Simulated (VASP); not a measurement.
# CuGe4 in VASP: notebook

CuGe4 is run at these levels: PBE+D3(BJ); tasks: single point.

All numbers are computed with VASP 6.6.1; they aren't measurements. Logs are shortened: lines on timing, memory, paths and dates and some standing lists are left out, and cuts for length are marked.

### 1 The cell of the first run

The cell holds a slab with vacuum, 5 atoms: a = 4.030 Å, b = 4.030 Å, c = 21.598 Å, α = 90.00°, β = 90.00°, γ = 120.00°.

### 2 Single point, PBE+D3(BJ)

Contents of INCAR:

```
ALGO = Normal
DIPOL = 0.5 0.5 0.328
EDIFF = 1E-6
ENCUT = 520
GGA = PE
IDIPOL = 3
ISIF = 2
ISMEAR = 0
IVDW = 12
LASPH = T
LCHARG = F
LDIPOL = T
LREAL = F
LWAVE = F
NBANDS = 42
NELM = 80
PREC = Accurate
SIGMA = 0.1
```

Contents of KPOINTS:

```
k-points
0
Gamma
  9 9 1
```

Contents of POSCAR:

```
CuGe4
1.0
    4.0303587933      0.0000000000      0.0000000000
   -2.0151793967      3.4903931014      0.0000000000
    0.0000000000      0.0000000000     21.5984134729
Ge Cu
4 1
Direct
    0.3333333333      0.6666666667      0.1851987881
    0.0000000000      0.0000000000      0.2232892499
    0.0000000000      0.0000000000      0.3443139757
    0.6666666667      0.3333333333      0.3795840599
    0.6666666667      0.5555555556      0.5092232115
```

Potentials or basis: VASP PAW PBE potentials, release 64 (Ge_d, Cu).

Launch:

```bash
cat potpaw_PBE.64/Ge_d/POTCAR potpaw_PBE.64/Cu/POTCAR > POTCAR
mpirun -np 1 vasp_std > vasp.out
```

OUTCAR:

```text
EDIFF = 1E-6
   ENCUT = 520
   GGA = PE
   ISIF = 2
   ISMEAR = 0
   IVDW = 12
   LASPH = T
   LREAL = F
   NELM = 80
   PREC = Accurate
 IVDW          = 12

 ion  position               nearest neighbor table
   1  0.333  0.667  0.185-   2 2.47   2 2.47   2 2.47
   2  0.000  0.000  0.223-   1 2.47   1 2.47   1 2.47   3 2.61
   3  0.000  0.000  0.344-   4 2.45   4 2.45   4 2.45   2 2.61
   4  0.667  0.333  0.380-   3 2.45   3 2.45   3 2.45
   5  0.667  0.556  0.509-

  LATTYP: Found a hexagonal cell.
 ALAT       =     4.0303587933
 C/A-ratio  =     5.3589307009

  Lattice vectors:

 A1 = (   4.0303587933,   0.0000000000,   0.0000000000)
 A2 = (  -2.0151793967,   3.4903931014,   0.0000000000)
 A3 = (   0.0000000000,   0.0000000000,  21.5984134729)

Analysis of symmetry for initial positions (statically):
=====================================================================
 Subroutine PRICEL returns:
 Original cell was already a primitive cell.

 Routine SETGRP: Setting up the symmetry group for a
 hexagonal supercell.

 Subroutine GETGRP returns: Found  1 space group operations
 (whereof  1 operations were pure point group operations)
 out of a pool of 24 trial point group operations.

The static configuration has the point symmetry C_1 .

Analysis of symmetry for dynamics (positions and initial velocities):
=====================================================================
 Subroutine PRICEL returns:
 Original cell was already a primitive cell.

 Routine SETGRP: Setting up the symmetry group for a
 hexagonal supercell.

 Subroutine GETGRP returns: Found  1 space group operations
 (whereof  1 operations were pure point group operations)
 out of a pool of 24 trial point group operations.

The dynamic configuration has the point symmetry C_1 .

 Subroutine INISYM returns: Found  1 space group operations
 (whereof  1 operations are pure point group operations),
 and found     1 'primitive' translations

----------------------------------------------------------------------------------------

                                     Primitive cell

  volume of cell :     303.8365

  direct lattice vectors                    reciprocal lattice vectors
     4.030358793  0.000000000  0.000000000     0.248116868  0.143250340  0.000000000
    -2.015179397  3.490393101  0.000000000     0.000000000  0.286500681  0.000000000
     0.000000000  0.000000000 21.598413473     0.000000000  0.000000000  0.046299697

  length of vectors
[... 97 lines left out ...]
   TEBEG  =    0.0;   TEEND  =   0.0 temperature during run
   PSTRESS=    0.0 pullay stress
   NELECT =      67.0000    total number of electrons
   NUPDOWN=      -1.0000    fix difference up-down
   EMIN   =  10.00;   EMAX   =-10.00  energy-range for DOS
   EFERMI =   0.00;   METHOD = LEGACY
   ISMEAR =     0;   SIGMA  =   0.10  broadening in eV -4-tet -1-fermi 0-gaus
   EFERMI_NEDOS =   21; number of points for ismear=-14 and -15
   IALGO  =     38    algorithm
   IMIX   =      4    mixing-type and parameters
     AMIX     =   0.40;   BMIX     =  1.00
     AMIX_MAG =   1.60;   BMIX_MAG =  1.00
  volume/ion in A,a.u.               =      60.77       410.08
  Fermi-wavevector in a.u.,A,eV,Ry     =   0.989054  1.869040 13.309585  0.978227
  Thomas-Fermi vector in A             =   2.120625
   LORBIT       =      0    0 simple, 1 ext, 2 COOP (PROOUT), +10 PAW based schemes
   GGA     = PE    functional components
   LHFCALC =     F    Hartree Fock is set to
   AEXX    =    0.0000 exact exchange contribution
   IVDW    =    12    specifies the selected vdW correction
   LEPSILON=     F    determine dielectric tensor
   LRPA    =     F    only Hartree local field effects (RPA)
 non-spin polarized calculation
 Gauss-broadening in eV      SIGMA  =   0.10
  energy-cutoff  :      520.00
  volume of cell :      303.84
 maximum number of plane-waves:      8229
 NGX is ok and might be reduce to    30
   NGX = 15   NGY = 15   NGZ = 81

 dipolmoment           0.000000      0.000000      0.130185 electrons x Angstroem

 number of electron      67.0000020 magnetization

 dipolmoment           0.000000      0.000000     -0.018951 electrons x Angstroem

 Free energy of the ion-electron system (eV)
  ---------------------------------------------------
  ext. energy  EPLUGINS =         0.00000000
  ---------------------------------------------------
  free energy    TOTEN  =       -18.20268036 eV

  energy without entropy =      -18.17593991  energy(sigma->0) =      -18.18931014

 E-fermi :  -1.3249     XC(G=0):  -4.5669

 val. band max:       -1.3284536436   @ k =   0.4444   0.3333   0.0000
 cond. band min:      -1.3185653152   @ k =   0.4444  -0.0000   0.0000
 fundamental gap:      0.0098883284
 Fermi energy:        -1.3248533698

 k-point     1 :       0.0000    0.0000    0.0000
  band No.  band energies     occupation
      1     -25.7492      2.00000
      2     -25.7474      2.00000
      3     -25.7239      2.00000
      4     -25.6939      2.00000
      5     -25.6896      2.00000
      6     -25.6631      2.00000
[... 1069 lines left out ...]
     41       3.8490      0.00000
     42       4.5455      0.00000

 [... further k-points ...]

------------------------ aborting loop because EDIFF is reached ----------------------------------------

 vacuum level on the upper side and lower side of the slab       (xc-potential included)        -0.310        -0.039

 Edisp (eV)   -1.15769

 E8    (eV) :    -0.5335

  FORCE on cell =-STRESS in cart. coord.  units (eV):
  Direction    XX          YY          ZZ          XY          YZ          ZX
  --------------------------------------------------------------------------------------
  -------------------------------------------------------------------------------------
  Total      -1.14533    -1.20875    -2.91822     0.17871    -0.52753     0.33024
  in kB      -6.03949    -6.37391   -15.38822     0.94239    -2.78174     1.74141
  external pressure =       -9.27 kB  Pullay stress =        0.00 kB

 VOLUME and BASIS-vectors are now :
 -----------------------------------------------------------------------------
  energy-cutoff  :      520.00
  volume of cell :      303.84
      direct lattice vectors                 reciprocal lattice vectors
     4.030358793  0.000000000  0.000000000     0.248116868  0.143250340  0.000000000
    -2.015179397  3.490393101  0.000000000     0.000000000  0.286500681  0.000000000
     0.000000000  0.000000000 21.598413473     0.000000000  0.000000000  0.046299697

 POSITION                                       TOTAL-FORCE (eV/Angst)
 -----------------------------------------------------------------------------------
     -0.00000      2.32693      4.00000         0.022100     -0.053978      0.156615
      0.00000      0.00000      4.82269        -0.025305      0.050860      0.040218
      0.00000      0.00000      7.43664         0.020731     -0.002473     -0.276500
      2.01518      1.16346      8.19841        -0.144642      0.215773      0.898537
      1.56736      1.93911     10.99841         0.127116     -0.210182     -0.818869
 -----------------------------------------------------------------------------------
    total drift:                                0.000643     -0.001084      0.001138

  FREE ENERGIE OF THE ION-ELECTRON SYSTEM (eV)
  ---------------------------------------------------
  free  energy   TOTEN  =       -19.3603668853 eV

  energy  without entropy=      -19.3336264319  energy(sigma->0) =      -19.34699666

 vacuum level on the upper side and lower side of the slab         2.859         3.140
```

OSZICAR:

```text
N       E                     dE             d eps       ncg     rms          rms(c)
DAV:   1     0.614797417175E+03    0.61480E+03   -0.33556E+04  4192   0.266E+03
DAV:   2     0.863052744243E+02   -0.52849E+03   -0.51462E+03  3732   0.714E+02
DAV:   3    -0.129005128106E+02   -0.99206E+02   -0.97300E+02  4768   0.209E+02
[... 19 lines left out ...]
DAV:  23    -0.182026616147E+02   -0.15623E-04   -0.13999E-06  2698   0.436E-02    0.194E-03
DAV:  24    -0.182026729521E+02   -0.11337E-04   -0.94936E-07  2574   0.163E-02    0.153E-03
DAV:  25    -0.182026767590E+02   -0.38069E-05   -0.48495E-07  2628   0.196E-02    0.105E-03
DAV:  26    -0.182026795613E+02   -0.28023E-05   -0.46385E-07  2520   0.129E-02    0.594E-04
DAV:  27    -0.182026803635E+02   -0.80228E-06   -0.15240E-07  2582   0.440E-03
   1 F= -.19360367E+02 E0= -.19346997E+02  d E =-.267405E-01
```

stdout:

```text
POSCAR found type information on POSCAR GeCu
 POSCAR found :  2 types and       5 ions
 scaLAPACK will be used
 LDA part: xc-table for (Slater+PW92), standard interpolation
 POSCAR, INCAR and KPOINTS ok, starting setup
 FFT: planning ... GRIDC
 FFT: planning ... GRID_SOFT
 FFT: planning ... GRID
 WAVECAR not read
 entering main loop
```

Wall time 8.2 min (1 thread of Intel Xeon 6975P-C (Granite Rapids), shared host); peak memory 0.66 GiB.

What came out:

```
Free energy                : -19.3604 eV
Largest force              : 0.935 eV/Å
Band gap on the k mesh     : zero (an odd number of electrons rules out a gap without spin polarisation)
Dispersion energy per atom : -0.232 eV
```

Forces on the atoms (eV/Å):
```
Ge   0.022 -0.054  0.157
Ge  -0.025  0.051  0.040
Ge   0.021 -0.002 -0.277
Ge  -0.145  0.216  0.899
Cu   0.127 -0.210 -0.819
```

### 3 Single point, PBE+D3(BJ)

Contents of INCAR:

```
SYSTEM = CuGe4
PREC = Accurate
ENCUT = 520
EDIFF = 1E-7
ISMEAR = 0
SIGMA = 0.1
LREAL = .FALSE.
LASPH = .TRUE.
NELM = 80
ALGO = Normal
ISIF = 2
LWAVE = .FALSE.
LCHARG = .TRUE.
LDIPOL = .TRUE.
IDIPOL = 3
DIPOL = 0.5 0.5 0.328
GGA = PE
IVDW = 12
LELF = .TRUE.
LVHAR = .TRUE.
LVACPOTAV = .TRUE.
NBANDS = 42
```

Contents of KPOINTS:

```
Automatic mesh
0
G
  9 9 1
  0 0 0
```

Edit POSCAR of step 2 so:

```diff
@@ -12,2 +12,2 @@
     0.6666666667      0.3333333333      0.3795840599
-    0.6666666667      0.5555555556      0.5092232115
+    0.6666666667      0.7777777778      0.5092232115
```

Potentials or basis: VASP PAW PBE potentials, release 64 (Ge_d, Cu).

Launch:

```bash
cat potpaw_PBE.64/Ge_d/POTCAR potpaw_PBE.64/Cu/POTCAR > POTCAR
mpirun -np 1 vasp_std > vasp.out
```

Run time: 8.9 min. Hardware: 1 thread of Intel Xeon 6975P-C (Granite Rapids), shared host; peak memory 0.67 GiB.

It converged, with:

```yaml
Free_energy: -19.1207 eV
Largest_force: 0.855 eV/Å
Band_gap_on_the_k_mesh: zero (an odd number of electrons rules out a gap without spin polarisation)
Dispersion_energy_per_atom: -0.241 eV
```

Forces on the atoms (eV/Å):
```
Ge  -0.020 -0.041  0.168
Ge   0.015  0.044  0.011
Ge   0.039  0.007 -0.227
Ge  -0.112  0.115  0.840
Cu   0.077 -0.125 -0.792
```

Levels at points of the mesh, in eV from the Fermi level:
```csv
k point,band 30,band 31,band 32,band 33,band 34,band 35,band 36,band 37
"(0.00, 0.00, 0.00)",-0.91,-0.55,-0.54,0.04,0.05,0.70,1.17,1.76
```
